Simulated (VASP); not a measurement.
Wanted: the native input for a VASP 6.6.1 run.

```yaml
Task: relaxation of cell and atoms
Functional: PBE
Potentials_or_basis: VASP PAW PBE potentials, release 64 (Si)
Cutoff: 600 eV
k_mesh: 6 × 6 × 6
Occupations: gaussian, width 0.1 eV
Spin: no spin polarisation
Dipole_correction: no
Further_INCAR_settings: ALGO = Normal; EDIFF = 1e-07; IBRION = 2; EDIFFG = -0.04; NSW = 90; ISIF = 3
```

The structure of Si lies in POSCAR:

```
Si
1.0
   -2.0209434600      2.0209434600      2.6714941200
    2.0209434600     -2.0209434600      2.6714941200
    2.0209434600      2.0209434600     -2.6714941200
Si
2
Direct
    0.7376283700      0.7376283700      0.0000000000
    0.2623716300      0.2623716300      0.0000000000
```

The input as run:

INCAR

```
SYSTEM = Si
PREC     = Accurate       ! precision mode
ENCUT    = 600            ! plane-wave cutoff, eV
EDIFF    = 1E-7           ! SCF threshold, eV
ISMEAR   = 0              ! smearing method
SIGMA    = 0.1            ! smearing width, eV
LREAL    = .False.        ! projectors in reciprocal space
LASPH    = .True.         ! aspherical terms in the spheres
NELM     = 100            ! most SCF steps
ALGO     = Normal         ! electronic algorithm
ISIF     = 3              ! what is computed and relaxed
LWAVE    = .False.        ! write WAVECAR
LCHARG   = .False.        ! write CHGCAR
GGA      = PE             ! functional
IBRION   = 2              ! ionic algorithm
NSW      = 90             ! ionic steps
EDIFFG   = -0.04          ! ionic threshold
```

KPOINTS

```
Automatic mesh
0
Gamma
  6 6 6
  0 0 0
```

Potentials or basis: VASP PAW PBE potentials, release 64 (Si).

The run is started by

```console
$ cat potpaw_PBE.64/Si/POTCAR > POTCAR
$ mpirun -np 1 vasp_std > vasp.out
```

Results of the run:

```json
{
  "Relaxed volume": "16.30 Å³/atom",
  "Relaxed cell": "a = 3.583 Å, b = 3.583 Å, c = 3.583 Å, α = 119.83°, β = 119.83°, γ = 90.29°",
  "Space group after relaxing (to 0.05 Å)": "Pm-3m (No. 221)",
  "Energy gained by relaxing": "354.5 meV/atom",
  "Ionic steps": "9",
  "Pressure after relaxing": "-0.1 GPa",
  "Largest force after relaxing": "0.018 eV/Å",
  "Band gap on the k mesh": "zero (band 4 reaches 9.86 eV, above the bottom of band 5 at 5.31 eV)"
}
```

Caveat: the k points lie up to 0.41 Å⁻¹ apart in the final cell; the volume moved by over 15 % at a fixed basis, so the end points are rough.

Run time: 2.1 min on 1 thread of AMD EPYC 7R13 (shared host), peak memory 0.15 GiB.
